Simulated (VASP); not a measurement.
# ScAl2 (Fd-3m) in VASP: further runs, part 2 of 2

VASP 6.6.1. Earlier steps stand in the parts before.

## Step 4: Relaxation of cell and atoms, PBEsol

Input file INCAR:

```
SYSTEM = ScAl2
  PREC = Accurate
  ENCUT = 600
  EDIFF = 1E-6
  ISMEAR = 0
  SIGMA = 0.1
  LREAL = .False.
  LASPH = .True.
  NELM = 80
  ALGO = Fast
  ISIF = 3
  LWAVE = .False.
  LCHARG = .False.
  GGA = PS
  IBRION = 2
  NSW = 80
  EDIFFG = -0.01
```

Input file KPOINTS:

```
regular mesh
0
Gamma
  8 8 8
  0 0 0
```

Input file POSCAR:

```
ScAl2
1.0
    0.0000000000      3.7776526849      3.7776526849
    3.7776526849      0.0000000000      3.7776526849
    3.7776526849      3.7776526849      0.0000000000
Sc Al
2 4
Direct
    0.5000000000      0.5000000000      0.5000000000
    0.7500000000      0.7500000000      0.7500000000
    0.1250000000      0.1250000000      0.1250000000
    0.6250000000      0.1250000000      0.1250000000
    0.1250000000      0.6250000000      0.1250000000
    0.1250000000      0.1250000000      0.6250000000
```

Potentials or basis: VASP PAW PBE potentials, release 64 (Sc_sv, Al).

On the command line:

```console
> cat potpaw_PBE.64/Sc_sv/POTCAR potpaw_PBE.64/Al/POTCAR > POTCAR
> mpirun -np 1 vasp_std > vasp.out
```

OUTCAR:

```text
SYSTEM = ScAl2
   PREC = Accurate
   ENCUT = 600
   EDIFF = 1E-6
   ISMEAR = 0
   LREAL = .False.
   LASPH = .True.
   NELM = 80
   ISIF = 3
   GGA = PS
   IBRION = 2
   NSW = 80
   EDIFFG = -0.01

 ion  position               nearest neighbor table
   1  0.500  0.500  0.500-   5 3.13   4 3.13   3 3.13   3 3.13   3 3.13   6 3.13   6 3.13   4 3.13
                             5 3.13   4 3.13   5 3.13   6 3.13   2 3.27   2 3.27   2 3.27   2 3.27
   2  0.750  0.750  0.750-   3 3.13   4 3.13   5 3.13   4 3.13   4 3.13   5 3.13   3 3.13   5 3.13
                             6 3.13   3 3.13   6 3.13   6 3.13   1 3.27   1 3.27   1 3.27   1 3.27
   3  0.125  0.125  0.125-   4 2.67   5 2.67   6 2.67   6 2.67   5 2.67   4 2.67   1 3.13   2 3.13
                             1 3.13   2 3.13   1 3.13   2 3.13
   4  0.625  0.125  0.125-   3 2.67   6 2.67   5 2.67   3 2.67   5 2.67   6 2.67   2 3.13   1 3.13
                             2 3.13   1 3.13   1 3.13   2 3.13
   5  0.125  0.625  0.125-   3 2.67   6 2.67   3 2.67   4 2.67   6 2.67   4 2.67   1 3.13   2 3.13
                             2 3.13   1 3.13   1 3.13   2 3.13
[... 292 lines left out ...]
 cond. band min:       6.5279869772   @ k =   0.3750   0.1250   0.0000
 fundamental gap:      0.0653123277
 Fermi energy:         6.5130478104

 k-point     1 :       0.0000    0.0000    0.0000
  band No.  band energies     occupation
      1     -42.5674      2.00000
      2     -42.5254      2.00000
      3     -21.3469      2.00000
      4     -21.3469      2.00000
      5     -21.3469      2.00000
      6     -21.2341      2.00000
[... 565 lines left out ...]
     20       7.9574      0.00000
     21       8.1234      0.00000

 [... further k-points ...]

------------------------ aborting loop because EDIFF is reached ----------------------------------------

  FORCE on cell =-STRESS in cart. coord.  units (eV):
  Direction    XX          YY          ZZ          XY          YZ          ZX
  --------------------------------------------------------------------------------------
  -------------------------------------------------------------------------------------
  Total       -0.0237002     -0.0237002     -0.0237002      0.0000000      0.0000000     -0.0000000
  in kB       -0.3556546     -0.3556546     -0.3556546      0.0000000      0.0000000     -0.0000000
  external PRESSURE =      -0.3556546 kB  Pullay stress =       0.0000000 kB
[... 21 lines left out ...]
  FREE ENERGIE OF THE ION-ELECTRON SYSTEM (eV)
  ---------------------------------------------------
  free  energy   TOTEN  =       -32.5143842176 eV

  energy  without entropy=      -32.4891705783  energy(sigma->0) =      -32.50177740

 reached required accuracy - stopping structural energy minimisation
```

OSZICAR:

```text
N       E                     dE             d eps       ncg     rms          rms(c)
DAV:   1     0.468953494055E+03    0.46895E+03   -0.15818E+04  1242   0.169E+03
DAV:   2     0.128273295799E+02   -0.45613E+03   -0.44988E+03  1874   0.622E+02
DAV:   3    -0.341108326904E+02   -0.46938E+02   -0.45553E+02  2004   0.207E+02
[... 48 lines left out ...]
RMM:   5    -0.325143837238E+02    0.43985E-03   -0.27986E-03  1457   0.385E-01    0.295E-02
RMM:   6    -0.325144119329E+02   -0.28209E-04   -0.41551E-04  1633   0.120E-01    0.277E-02
RMM:   7    -0.325143830322E+02    0.28901E-04   -0.14427E-04  1325   0.157E-01    0.597E-03
RMM:   8    -0.325143879648E+02   -0.49326E-05   -0.59640E-05  1183   0.461E-02    0.976E-03
RMM:   9    -0.325143843697E+02    0.35951E-05   -0.77288E-06   947   0.405E-02    0.705E-03
RMM:  10    -0.325143842176E+02    0.15214E-06   -0.24719E-06   837   0.168E-02
   3 F= -.32514384E+02 E0= -.32501777E+02  d E =-.294486E-02
```

CONTCAR:

```text
ScAl2
   1.00000000000000
     0.0000000000000000    3.7653149941255113    3.7653149941255113
     3.7653149941255113   -0.0000000000000000    3.7653149941255113
     3.7653149941255113    3.7653149941255113   -0.0000000000000000
  Sc              Al
     2     4
Direct
     0.5000000000000000    0.5000000000000000    0.5000000000000000
     0.7500000000000000    0.7500000000000000    0.7500000000000000
     0.1250000000000000    0.1250000000000000    0.1250000000000000
     0.6250000000000000    0.1250000000000000    0.1250000000000000
     0.1250000000000000    0.6250000000000000    0.1250000000000000
     0.1250000000000000    0.1250000000000000    0.6250000000000000

  0.00000000E+00  0.00000000E+00  0.00000000E+00
  0.00000000E+00  0.00000000E+00  0.00000000E+00
  0.00000000E+00  0.00000000E+00  0.00000000E+00
  0.00000000E+00  0.00000000E+00  0.00000000E+00
  0.00000000E+00  0.00000000E+00  0.00000000E+00
  0.00000000E+00  0.00000000E+00  0.00000000E+00
```

Run time: 11 min. Hardware: 1 thread of Intel Xeon Platinum 8175M at 2.50GHz (Skylake/Cascade Lake), shared host; peak memory 0.37 GiB.

What came out:

* Free energy: -32.5144 eV
* Relaxed volume: 17.79 Å³/atom
* Relaxed cell: a = 5.325 Å, b = 5.325 Å, c = 5.325 Å, α = 60.00°, β = 60.00°, γ = 60.00°
* Space group after relaxing (to 0.1 Å): Fd-3m (No. 227)
* Energy gained by relaxing: 0.5 meV/atom
* Ionic steps: 3
* Pressure after relaxing: 0.0 GPa
* Band gap on the k mesh: zero (bands 17 and 18 overlap by 2.38 eV)

The path:
```csv
step,energy change (eV),largest force (eV/Å),pressure (GPa),volume (Å³)
1,0.0000,0.0000,-0.89,107.82
2,-0.0023,0.0000,0.41,106.27
3,-0.0029,0.0000,-0.04,106.77
```

Final structure:
```cif
data_structure
_symmetry_space_group_name_H-M 'P 1'
_symmetry_Int_Tables_number 1
_cell_length_a 5.3250
_cell_length_b 5.3250
_cell_length_c 5.3250
_cell_angle_alpha 60.000
_cell_angle_beta 60.000
_cell_angle_gamma 60.000
_cell_volume 106.77
loop_
_atom_site_label
_atom_site_type_symbol
_atom_site_fract_x
_atom_site_fract_y
_atom_site_fract_z
_atom_site_occupancy
Sc1 Sc 0.50000 0.50000 0.50000 1
Sc2 Sc 0.75000 0.75000 0.75000 1
Al1 Al 0.12500 0.12500 0.12500 1
Al2 Al 0.62500 0.12500 0.12500 1
Al3 Al 0.12500 0.62500 0.12500 1
Al4 Al 0.12500 0.12500 0.62500 1
```

Caveat: the PAW data sets were made with another functional, which shifts forces and pressure a little.

## Step 5: Summary

```tsv
task	cell	cutoff (eV)	smearing	gap on the mesh (eV)	pressure (GPa)
single point	as given	520	fermi-dirac 0.5 eV	none	0.6
single point	as given	520	methfessel-paxton 0.01 eV	none	-0.9
relaxation of cell and atoms	relaxed	600	gaussian 0.1 eV	none	0.0
```

Alike in all rows: level PBEsol; potentials or basis VASP PAW PBE potentials, release 64 (Sc_sv, Al); no spin polarisation; k mesh 8 × 8 × 8.

Caveats: the PAW data sets were made with another functional, which shifts forces and pressure a little; so wide a smearing shifts energies and pressures (at least some runs).

Absolute energies hang on the potentials; compare differences alone.
